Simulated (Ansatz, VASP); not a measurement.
# CdO5: VASP beside Ansatz

```
CELL_PARAMETERS angstrom
0.00000 3.13434 3.13434
3.13434 0.00000 3.13434
3.13434 3.13434 0.00000
ATOMIC_POSITIONS crystal
Cd 0.00000 0.00000 0.00000
O 0.75000 0.75000 0.75000
O 0.37673 0.37673 0.86980
O 0.37673 0.86980 0.37673
O 0.86980 0.37673 0.37673
O 0.37673 0.37673 0.37673
```

Change from the starting cell: species swapped into the ZrCu5 type (F-43m, No. 216).

Alike in both runs: functional PBE; k mesh 4 × 4 × 4; occupations gaussian, width 0.1 eV; collinear spin.

Ansatz relaxed the structure, and its values are those at the end. VASP's run is a single point on that final structure, the one shown.

```csv
,VASP,Ansatz
version,VASP 6.6.1,Ansatz 0.2.0
potentials or method,"VASP PAW PBE potentials, release 64 (Cd, O), cutoff 520 eV","scalar-relativistic, plane waves, PAW"
valence electrons in the cell,42,50
```

Ansatz gave:

| Property | Result |
| --- | --- |
| gap on the k mesh at the Fermi level (eV) | none |
| pressure (GPa) | -0.2 |
| rms of the force components (eV/Å) | 0.008 |
| net moment per atom (μB) | 0.81 |
| size of the moment on the site where the two differ most (μB) | 1.49 |

Problem. Estimate VASP's values.

Solution. gap on the k mesh at the Fermi level (eV): none; pressure (GPa): -0.1; rms of the force components (eV/Å): 0.012; net moment per atom (μB): 0.81; size of the moment on the site where the two differ most (μB): 1.28.

Site moments also hang on the region over which each program counts them. A gap of «none» marks a metal or a gap that the smearing closes. With one functional, cell and mesh, what is left measures potentials, basis and numerics. VASP's potentials hold 42 valence electrons a cell and Ansatz's 50, so a difference there can come from the potentials and not from the codes.

The k mesh is coarse, so the values compare programs but aren't converged.
